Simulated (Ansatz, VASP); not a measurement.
One calculation of NbH2, two programs

```
Nb H
1.0
     0.18318    2.31313    2.31313
     2.31313    0.18318    2.31313
     2.31313    2.31313    0.18318
Nb H
1 2
Direct
  0.00000 0.00000 0.00000
  0.25000 0.25000 0.25000
  0.75000 0.75000 0.75000
```

Alike in both runs: task single point; functional PBEsol; k mesh 16 × 16 × 16; occupations gaussian, width 0.15 eV; no spin polarisation.

```csv
,VASP,Ansatz
version,VASP 6.6.1,Ansatz 0.2.0
potentials or method,"VASP PAW PBE potentials, release 64 (Nb_sv, H), cutoff 520 eV","scalar-relativistic, plane waves, PAW"
valence electrons in the cell,15,15
```

```csv
,VASP,Ansatz,Ansatz less VASP
gap on the k mesh at the Fermi level (eV),none,none,-
pressure (GPa),15.4,15.9,+0.50
"traceless stress, the component that is largest in VASP (GPa)",-12.63,-12.64,-0.011
rms of the force components (eV/Å),0.326,0.327,+0.0008
```

VASP's potentials were made for PBE, not for PBEsol. Atom by atom the forces differ by 0.001 eV/Å (rms over components). A gap of «none» marks a metal or a gap that the smearing closes. With one functional, cell and mesh, what is left measures potentials, basis and numerics.
